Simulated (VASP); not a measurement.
Here is a VASP 6.6.1 calculation.

Contents of INCAR:

```
SYSTEM = Be8S7
PREC = Accurate
ENCUT = 520
EDIFF = 1E-6
ISMEAR = 0
SIGMA = 0.05
LREAL = Auto
LASPH = .True.
NELM = 100
ALGO = Normal
ISIF = 2
LWAVE = .False.
LCHARG = .False.
GGA = PE
IBRION = 2
NSW = 70
EDIFFG = -0.02
NELECT = 56.0
```

Contents of KPOINTS:

```
regular mesh
0
Gamma
  4 4 4
  0 0 0
```

The input POSCAR:

```
Be8S7
1.0
    0.0000000000      4.8758378149     -4.8758378149
    4.8758378149      4.8758378149      0.0000000000
    4.8758378149      0.0000000000     -4.8758378149
Be S
8 7
Direct
    0.0000000000      0.5000000000      0.0000000000
    0.0000000000      0.0000000000      0.0000000000
    0.5000000000      0.5000000000      0.0000000000
    0.5000000000      0.0000000000      0.0000000000
    0.0000000000      0.5000000000      0.5000000000
    0.0000000000      0.0000000000      0.5000000000
    0.5000000000      0.5000000000      0.5000000000
    0.5000000000      0.0000000000      0.5000000000
    0.1250000000      0.6250000000      0.1250000000
    0.6250000000      0.1250000000      0.1250000000
    0.6250000000      0.6250000000      0.1250000000
    0.1250000000      0.1250000000      0.6250000000
    0.1250000000      0.6250000000      0.6250000000
    0.6250000000      0.1250000000      0.6250000000
    0.6250000000      0.6250000000      0.6250000000
```

Potentials or basis: VASP PAW PBE potentials, release 64 (Be, S).

Run with:

```console
$ cat potpaw_PBE.64/Be/POTCAR potpaw_PBE.64/S/POTCAR > POTCAR
$ mpirun -np 1 vasp_std > vasp.out
```

Q: Predict the energy gained by relaxing.

A: 142.5 meV/atom.

Final structure:
```
Be S
1.0
     0.00000    4.87584   -4.87584
     4.87584    4.87584    0.00000
     4.87584    0.00000   -4.87584
Be S
8 7
Direct
  0.97749 0.56754 0.97749
  0.97749 0.97749 0.97749
  0.50380 0.50380 0.98861
  0.56754 0.97749 0.97749
  0.98861 0.50380 0.50380
  0.97749 0.97749 0.56754
  0.50380 0.50380 0.50380
  0.50380 0.98861 0.50380
  0.12823 0.62177 0.12823
  0.62177 0.12823 0.12823
  0.62177 0.62177 0.12823
  0.12823 0.12823 0.62177
  0.12823 0.62177 0.62177
  0.62177 0.12823 0.62177
  0.62500 0.62500 0.62500
```

Caveat: the cell carries a net charge on a neutralising background, which shifts energy and pressure.
